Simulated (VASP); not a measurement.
# Cu2H3 (P6/mmm) in VASP: further runs

Runs on Cu2H3. Level: PBE. Tasks: single point, relaxation of cell and atoms.

All numbers are computed with VASP 6.6.1; they aren't measurements. Logs are shortened: lines on timing, memory, paths and dates and some standing lists are left out, and cuts for length are marked.

## Step 1: The cell of the first run

The structure is hexagonal, space group P6/mmm (No. 191). Conventional cell: a = 3.371 Å, b = 3.371 Å, c = 4.823 Å, α = 90.00°, β = 90.00°, γ = 120.00°. Cu (site symmetry -6m2) has 3 Cu at 1.95 Å and 5 H at 1.95 to 2.41 Å within 2.6 Å. H (site symmetry -6m2) has 3 H at 1.95 Å and 2 Cu at 2.41 Å within 2.6 Å. Within 2.6 Å of H (site symmetry 6/mmm) lie 6 Cu at 1.95 Å.

The cell was built from a structure type or drawn by symmetry, and may not be a known phase.

## Step 2: Single point, PBE

INCAR reads:

```
SYSTEM = Cu2H3
PREC = Accurate ; ENCUT = 520
EDIFF = 1E-7 ; ISMEAR = 0
SIGMA = 0.1 ; LREAL = .False.
LASPH = .True. ; NELM = 60
ALGO = Normal ; ISIF = 2
LWAVE = .False. ; LCHARG = .True.
GGA = PE ; LELF = .True.
LVHAR = .True. ; NBANDS = 20
```

KPOINTS reads:

```
Automatic mesh
0
Gamma
  6 6 4
  0 0 0
```

POSCAR reads:

```
Cu2H3
1.0
    3.3706020100      0.0000000000      0.0000000000
   -1.6853010100      2.9190269700      0.0000000000
    0.0000000000      0.0000000000      4.8234269400
Cu H
2 3
Direct
    0.3333333300      0.6666666700      0.5000000000
    0.6666666700      0.3333333300      0.5000000000
    0.3333333300      0.6666666700      0.0000000000
    0.6666666700      0.3333333300      0.0000000000
    0.0000000000      0.0000000000      0.5000000000
```

Potentials or basis: VASP PAW PBE potentials, release 64 (Cu, H).

On the command line:

```
cat potpaw_PBE.64/Cu/POTCAR potpaw_PBE.64/H/POTCAR > POTCAR
mpirun -np 1 vasp_std > vasp.out
```

OUTCAR:

```text
SYSTEM = Cu2H3
   PREC = Accurate
   ENCUT = 520
   EDIFF = 1E-7
   ISMEAR = 0
   LREAL = .False.
   LASPH = .True.
   NELM = 60
   ISIF = 2
   GGA = PE

 ion  position               nearest neighbor table
   1  0.333  0.667  0.500-   2 1.95   2 1.95   2 1.95
   2  0.667  0.333  0.500-   1 1.95   1 1.95   1 1.95
   3  0.333  0.667  0.000-
   4  0.667  0.333  0.000-
   5  0.000  0.000  0.500-

  LATTYP: Found a hexagonal cell.
 ALAT       =     3.3706020100
 C/A-ratio  =     1.4310283224

  Lattice vectors:

 A1 = (   3.3706020100,   0.0000000000,   0.0000000000)
 A2 = (  -1.6853010100,   2.9190269700,   0.0000000000)
 A3 = (   0.0000000000,   0.0000000000,   4.8234269400)

Analysis of symmetry for initial positions (statically):
=====================================================================
 Subroutine PRICEL returns:
 Original cell was already a primitive cell.

 Routine SETGRP: Setting up the symmetry group for a
 hexagonal supercell.

 Subroutine GETGRP returns: Found 24 space group operations
 (whereof 24 operations were pure point group operations)
 out of a pool of 24 trial point group operations.

The static configuration has the point symmetry D_6h.

Analysis of symmetry for dynamics (positions and initial velocities):
=====================================================================
 Subroutine PRICEL returns:
 Original cell was already a primitive cell.

 Routine SETGRP: Setting up the symmetry group for a
 hexagonal supercell.

 Subroutine GETGRP returns: Found 24 space group operations
 (whereof 24 operations were pure point group operations)
 out of a pool of 24 trial point group operations.

The dynamic configuration has the point symmetry D_6h.

 Subroutine INISYM returns: Found 24 space group operations
 (whereof 24 operations are pure point group operations),
 and found     1 'primitive' translations

----------------------------------------------------------------------------------------

                                     Primitive cell

  volume of cell :      47.4571

  direct lattice vectors                    reciprocal lattice vectors
     3.370602010  0.000000000  0.000000000     0.296682906  0.171289956  0.000000000
    -1.685301010  2.919026970  0.000000000     0.000000000  0.342579911  0.000000000
     0.000000000  0.000000000  4.823426940     0.000000000  0.000000000  0.207321478

  length of vectors
     3.370602010  3.370602015  4.823426940     0.342579912  0.342579911  0.207321478

  position of ions in fractional coordinates (direct lattice)
     0.333333330  0.666666670  0.500000000
     0.666666670  0.333333330  0.500000000
     0.333333330  0.666666670  0.000000000
     0.666666670  0.333333330  0.000000000
     0.000000000  0.000000000  0.500000000

  ion indices of the primitive-cell ions
   primitive index   ion index
                 1           1
                 2           2
                 3           3
                 4           4
                 5           5

----------------------------------------------------------------------------------------

 KPOINTS: Automatic mesh

Automatic generation of k-mesh.
 Grid dimensions read from file:
 generate k-points for:    6    6    4

 Generating k-lattice:

  Cartesian coordinates                     Fractional coordinates (reciprocal lattice)
     0.049447151  0.028548326  0.000000000     0.166666667 -0.000000000  0.000000000
     0.000000000  0.057096652  0.000000000     0.000000000  0.166666667  0.000000000
     0.000000000  0.000000000  0.051830369     0.000000000  0.000000000  0.250000000

  Length of vectors
     0.057096652  0.057096652  0.051830369

  Shift w.r.t. Gamma in fractional coordinates (k-lattice)
     0.000000000  0.000000000  0.000000000

 Subroutine IBZKPT returns following result:
 ===========================================

 Found     21 irreducible k-points:

 Following reciprocal coordinates:
            Coordinates               Weight
  0.000000  0.000000  0.000000      1.000000
  0.166667  0.000000  0.000000      6.000000
  0.333333 -0.000000  0.000000      6.000000
  0.500000  0.000000  0.000000      3.000000
  0.166667  0.166667  0.000000      6.000000
  0.333333  0.166667  0.000000     12.000000
[... 13 lines left out ...]
  0.333333  0.166667  0.500000     12.000000
  0.333333  0.333333  0.500000      2.000000
   k-points           NKPTS =     21   k-points in BZ     NKDIM =     21   number of bands    NBANDS=     20
   number of dos      NEDOS =    301   number of ions     NIONS =      5
   total plane-waves  NPLWV =  28224
   dimension x,y,z NGX =    28 NGY =   28 NGZ =   36
   dimension x,y,z NGXF=    56 NGYF=   56 NGZF=   72
   ions per type =               2   3
   NGX,Y,Z   is equivalent  to a cutoff of  13.81, 13.81, 12.41 a.u.
   NGXF,Y,Z  is equivalent  to a cutoff of  27.62, 27.62, 24.82 a.u.
 SYSTEM =  Cu2H3
   PREC   = accura    normal or accurate (medium, high low for compatibility)
   ISTART =      0    job   : 0-new  1-cont  2-samecut
   ICHARG =      2    charge: 1-file 2-atom 10-const
   ISPIN  =      1    spin polarized calculation?
   LNONCOLLINEAR =      F non collinear calculations
   LSORBIT =      F    spin-orbit coupling
   LASPH  =      T    aspherical Exc in radial PAW
   ENCUT  =  520.0 eV  38.22 Ry    6.18 a.u.   6.27  6.27  8.97*2*pi/ulx,y,z
   NELM   =     60;   NELMIN=  2; NELMDL= -5     # of ELM steps
   EDIFF  = 0.1E-06   stopping-criterion for ELM
   LREAL  =      F    real-space projection
   EDIFFG = 0.1E-05   stopping-criterion for IOM
   NSW    =      0    number of steps for IOM
   IBRION =     -1    ionic relax: 0-MD 1-quasi-New 2-CG
   NFREE  =      0    steps in history (QN), initial steepest desc. (CG)
   ISIF   =      2    stress and relaxation
   ISYM   =      2    0-nonsym 1-usesym 2-fastsym
   POTIM  = 0.5000    time-step for ionic-motion
   TEBEG  =    0.0;   TEEND  =   0.0 temperature during run
   PSTRESS=    0.0 pullay stress
   NELECT =      25.0000    total number of electrons
   NUPDOWN=      -1.0000    fix difference up-down
   EMIN   =  10.00;   EMAX   =-10.00  energy-range for DOS
   EFERMI =   0.00;   METHOD = LEGACY
   ISMEAR =     0;   SIGMA  =   0.10  broadening in eV -4-tet -1-fermi 0-gaus
   EFERMI_NEDOS =   21; number of points for ismear=-14 and -15
   IALGO  =     38    algorithm
   IMIX   =      4    mixing-type and parameters
     AMIX     =   0.40;   BMIX     =  1.00
     AMIX_MAG =   1.60;   BMIX_MAG =  1.00
  volume/ion in A,a.u.               =       9.49        64.05
  Fermi-wavevector in a.u.,A,eV,Ry     =   1.322171  2.498542 23.784848  1.748137
  Thomas-Fermi vector in A             =   2.451872
   LORBIT       =      0    0 simple, 1 ext, 2 COOP (PROOUT), +10 PAW based schemes
   GGA     = PE    functional components
   LHFCALC =     F    Hartree Fock is set to
   AEXX    =    0.0000 exact exchange contribution
   IVDW    =     0    specifies the selected vdW correction
   LEPSILON=     F    determine dielectric tensor
   LRPA    =     F    only Hartree local field effects (RPA)
 non-spin polarized calculation
 Gauss-broadening in eV      SIGMA  =   0.10
  energy-cutoff  :      520.00
  volume of cell :       47.46
 maximum number of plane-waves:      1296
 NGX is ok and might be reduce to    28
   NGX = 13   NGY = 13   NGZ = 17

 number of electron      25.0000011 magnetization

 Free energy of the ion-electron system (eV)
  ---------------------------------------------------
  ext. energy  EPLUGINS =         0.00000000
  ---------------------------------------------------
  free energy    TOTEN  =       -10.09557434 eV

  energy without entropy =      -10.08566334  energy(sigma->0) =      -10.09061884

 E-fermi :   2.7620     XC(G=0):  -9.9063

 val. band max:        2.7165243050   @ k =   0.0000   0.0000   0.0000
 cond. band min:       2.9455162597   @ k =   0.5000   0.0000   0.2500
 fundamental gap:      0.2289919546
 Fermi energy:         2.7620021111

 k-point     1 :       0.0000    0.0000    0.0000
  band No.  band energies     occupation
      1      -7.3290      2.00000
      2      -3.1292      2.00000
      3      -1.6568      2.00000
      4      -1.6568      2.00000
      5      -1.6408      2.00000
      6      -1.6408      2.00000
[... 12 lines left out ...]
     19      14.6439      0.00000
     20      17.2723      0.00000

 k-point     2 :       0.1667    0.0000    0.0000
  band No.  band energies     occupation
      1      -6.8354      2.00000
      2      -2.8383      2.00000
      3      -2.5582      2.00000
      4      -2.2592      2.00000
      5      -1.6240      2.00000
      6      -1.5304      2.00000
[... 12 lines left out ...]
     19      16.0155      0.00000
     20      17.3052      0.00000

 k-point     3 :       0.3333   -0.0000    0.0000
  band No.  band energies     occupation
      1      -5.6020      2.00000
      2      -3.2327      2.00000
      3      -2.6201      2.00000
      4      -2.1081      2.00000
      5      -1.8078      2.00000
      6      -1.6283      2.00000
[... 12 lines left out ...]
     19      12.6365      0.00000
     20      16.2331      0.00000

 k-point     4 :       0.5000    0.0000    0.0000
  band No.  band energies     occupation
      1      -4.9282      2.00000
      2      -2.7402      2.00000
      3      -2.6084      2.00000
      4      -2.2152      2.00000
      5      -1.8903      2.00000
      6      -1.7105      2.00000
[... 360 lines left out ...]
 k-point    20 :       0.3333    0.1667    0.5000
  band No.  band energies     occupation
      1      -5.1089      2.00000
      2      -2.7831      2.00000
      3      -2.4356      2.00000
      4      -2.1649      2.00000
      5      -1.5362      2.00000
      6      -1.4800      2.00000
[... 12 lines left out ...]
     19      14.5680      0.00000
     20      16.6215      0.00000

 k-point    21 :       0.3333    0.3333    0.5000
  band No.  band energies     occupation
      1      -5.2032      2.00000
      2      -2.2947      2.00000
      3      -2.2935      2.00000
      4      -2.2935      2.00000
      5      -1.1308      2.00000
      6      -1.1308      2.00000
[... 12 lines left out ...]
     19      14.4099      0.00000
     20      17.5178      0.00000

------------------------ aborting loop because EDIFF is reached ----------------------------------------

  FORCE on cell =-STRESS in cart. coord.  units (eV):
  Direction    XX          YY          ZZ          XY          YZ          ZX
  --------------------------------------------------------------------------------------
  -------------------------------------------------------------------------------------
  Total       15.4090461     15.4090462     -4.7907774     -0.0000000     -0.0000000      0.0000000
  in kB      520.2176103    520.2176114   -161.7391978     -0.0000009     -0.0000000      0.0000000
  external PRESSURE =     292.8986746 kB  Pullay stress =       0.0000000 kB

 VOLUME and BASIS-vectors are now :
 -----------------------------------------------------------------------------
  energy-cutoff  :      520.00
  volume of cell :       47.46
      direct lattice vectors                 reciprocal lattice vectors
     3.370602010  0.000000000  0.000000000     0.296682906  0.171289956  0.000000000
    -1.685301010  2.919026970  0.000000000     0.000000000  0.342579911  0.000000000
     0.000000000  0.000000000  4.823426940     0.000000000  0.000000000  0.207321478

 POSITION                                       TOTAL-FORCE (eV/Angst)
 -----------------------------------------------------------------------------------
     -0.00000      1.94602      2.41171        -0.000000     -0.000000     -0.000000
      1.68530      0.97301      2.41171         0.000000     -0.000000      0.000000
     -0.00000      1.94602      0.00000         0.000000      0.000000     -0.000000
      1.68530      0.97301      0.00000         0.000000      0.000000     -0.000000
      0.00000      0.00000      2.41171         0.000000      0.000000     -0.000000
 -----------------------------------------------------------------------------------
    total drift:                                0.000000      0.000000      0.000000

  FREE ENERGIE OF THE ION-ELECTRON SYSTEM (eV)
  ---------------------------------------------------
  free  energy   TOTEN  =       -10.0955743426 eV

  energy  without entropy=      -10.0856633367  energy(sigma->0) =      -10.09061884
```

It took 41 s on 1 thread of Intel Xeon 8259CL, shared host; peak memory 0.17 GiB.

Results:

| Item | Value |
| --- | --- |
| Free energy | -10.0956 eV |
| Pressure | 29.3 GPa |
| Band gap on the k mesh | zero (an odd number of electrons rules out a gap without spin polarisation) |

Stress tensor (GPa, compression positive):
```
 52.02   0.00   0.00
  0.00  52.02   0.00
  0.00   0.00 -16.17
```

Caveat: the cell stands under pressure.

## Step 3: Single point, PBE

This run uses another cell than the first one, of 9.25 Å³/atom.

INCAR reads:

```
  PREC = Accurate
  ENCUT = 520
  EDIFF = 1E-6
  ISMEAR = 0
  SIGMA = 0.1
  LREAL = F
  LASPH = T
  NELM = 60
  ALGO = Normal
  ISIF = 2
  LWAVE = F
  LCHARG = F
  GGA = PE
  NBANDS = 20
```

KPOINTS reads:

```
Automatic mesh
0
Gamma
  6 6 4
```

POSCAR reads:

```
Cu2H3
1.0
    4.1199923661      0.0000000035      0.0000000000
   -2.0599961861      3.5680180507      0.0000000000
    0.0000000000      0.0000000000      3.1474266307
Cu H
2 3
Direct
    0.3333333333      0.6666666667      0.5000000000
    0.6666666667      0.3333333333      0.5000000000
    0.3333333333      0.6666666667      0.0000000000
    0.6666666667      0.3333333333      0.0000000000
    0.0000000000      0.0000000000      0.5000000000
```

Potentials or basis: VASP PAW PBE potentials, release 64 (Cu, H).

On the command line:

```
cat potpaw_PBE.64/Cu/POTCAR potpaw_PBE.64/H/POTCAR > POTCAR
mpirun -np 1 vasp_std > vasp.out
```

OUTCAR:

```text
PREC = Accurate
   ENCUT = 520
   EDIFF = 1E-6
   ISMEAR = 0
   LREAL = F
   LASPH = T
   NELM = 60
   ISIF = 2
   GGA = PE

 ion  position               nearest neighbor table
   1  0.333  0.667  0.500-   3 1.57   3 1.57   2 2.38   2 2.38   2 2.38
   2  0.667  0.333  0.500-   4 1.57   4 1.57   1 2.38   1 2.38   1 2.38
   3  0.333  0.667  0.000-   1 1.57   1 1.57
   4  0.667  0.333  0.000-   2 1.57   2 1.57
   5  0.000  0.000  0.500-

  LATTYP: Found a hexagonal cell.
 ALAT       =     4.1199923661
 C/A-ratio  =     0.7639399181

  Lattice vectors:

 A1 = (   4.1199923661,   0.0000000035,   0.0000000000)
 A2 = (  -2.0599961861,   3.5680180507,   0.0000000000)
 A3 = (   0.0000000000,   0.0000000000,   3.1474266307)

Analysis of symmetry for initial positions (statically):
=====================================================================
 Subroutine PRICEL returns:
 Original cell was already a primitive cell.
[... 169 lines left out ...]
  free energy    TOTEN  =       -14.48572137 eV

  energy without entropy =      -14.47666698  energy(sigma->0) =      -14.48119417

 E-fermi :   2.5371     XC(G=0): -10.1280

 val. band max:        2.4792303442   @ k =   0.1667   0.1667   0.0000
 cond. band min:       2.5575272682   @ k =   0.1667   0.1667   0.0000
 fundamental gap:      0.0782969241
 Fermi energy:         2.5371339176

 k-point     1 :       0.0000    0.0000    0.0000
  band No.  band energies     occupation
      1      -6.4065      2.00000
      2      -2.7513      2.00000
      3      -2.4739      2.00000
      4      -0.4552      2.00000
      5      -0.4552      2.00000
      6      -0.3581      2.00000
[... 472 lines left out ...]
     19      14.9740      0.00000
     20      16.3829      0.00000

------------------------ aborting loop because EDIFF is reached ----------------------------------------

  FORCE on cell =-STRESS in cart. coord.  units (eV):
  Direction    XX          YY          ZZ          XY          YZ          ZX
  --------------------------------------------------------------------------------------
  -------------------------------------------------------------------------------------
  Total        0.0387203      0.0387203     -0.0088269     -0.0000000      0.0000000      0.0000000
  in kB        1.3408176      1.3408176     -0.3056624     -0.0000000      0.0000000      0.0000000
  external PRESSURE =       0.7919909 kB  Pullay stress =       0.0000000 kB

 VOLUME and BASIS-vectors are now :
 -----------------------------------------------------------------------------
  energy-cutoff  :      520.00
  volume of cell :       46.27
      direct lattice vectors                 reciprocal lattice vectors
     4.119992366  0.000000003  0.000000000     0.242718896  0.140133820  0.000000000
    -2.059996186  3.568018051  0.000000000    -0.000000000  0.280267640  0.000000000
     0.000000000  0.000000000  3.147426631     0.000000000  0.000000000  0.317719876

 POSITION                                       TOTAL-FORCE (eV/Angst)
 -----------------------------------------------------------------------------------
     -0.00000      2.37868      1.57371        -0.000000     -0.000000      0.000000
      2.06000      1.18934      1.57371         0.000000     -0.000000     -0.000000
     -0.00000      2.37868      0.00000         0.000000      0.000000      0.000000
      2.06000      1.18934      0.00000        -0.000000      0.000000      0.000000
      0.00000      0.00000      1.57371        -0.000000      0.000000      0.000000
 -----------------------------------------------------------------------------------
    total drift:                               -0.000000      0.000000      0.000000

  FREE ENERGIE OF THE ION-ELECTRON SYSTEM (eV)
  ---------------------------------------------------
  free  energy   TOTEN  =       -14.4857213659 eV

  energy  without entropy=      -14.4766669804  energy(sigma->0) =      -14.48119417
```

OSZICAR:

```text
N       E                     dE             d eps       ncg     rms          rms(c)
DAV:   1     0.155456006934E+03    0.15546E+03   -0.11424E+04   864   0.174E+03
DAV:   2    -0.815827116948E+01   -0.16361E+03   -0.15528E+03   840   0.290E+02
DAV:   3    -0.175903554878E+02   -0.94321E+01   -0.91159E+01  1008   0.958E+01
DAV:   4    -0.177615747332E+02   -0.17122E+00   -0.17098E+00  1004   0.138E+01
DAV:   5    -0.177640734237E+02   -0.24987E-02   -0.24986E-02   976   0.145E+00    0.142E+01
DAV:   6    -0.168224193726E+02    0.94165E+00   -0.35065E+01   944   0.142E+02    0.981E+00
DAV:   7    -0.145259669263E+02    0.22965E+01   -0.84405E+00  1012   0.733E+01    0.129E+00
DAV:   8    -0.145075226512E+02    0.18444E-01   -0.46995E-01  1268   0.114E+01    0.126E+00
DAV:   9    -0.144871914835E+02    0.20331E-01   -0.11230E-01  1092   0.885E+00    0.270E-01
DAV:  10    -0.144858033105E+02    0.13882E-02   -0.84348E-03  1264   0.172E+00    0.937E-02
DAV:  11    -0.144857490880E+02    0.54223E-04   -0.51396E-04  1248   0.309E-01    0.478E-02
DAV:  12    -0.144857240780E+02    0.25010E-04   -0.15007E-04  1280   0.251E-01    0.128E-02
DAV:  13    -0.144857213878E+02    0.26901E-05   -0.14615E-05  1156   0.580E-02    0.284E-03
DAV:  14    -0.144857213659E+02    0.21881E-07   -0.11186E-06   760   0.142E-02
   1 F= -.14485721E+02 E0= -.14481194E+02  d E =-.905439E-02
```

Run time: 20 s. Hardware: 1 thread of Intel Xeon 8259CL, shared host; peak memory 0.17 GiB.

Results:

| Property | Result |
| --- | --- |
| Free energy | -14.4857 eV |
| Pressure | 0.1 GPa |
| Band gap on the k mesh | zero (an odd number of electrons rules out a gap without spin polarisation) |

Caveat: the k points lie up to 0.50 Å⁻¹ apart, too coarse for converged energies and pressures of a metal.

(Continued in part 2 of 3.)
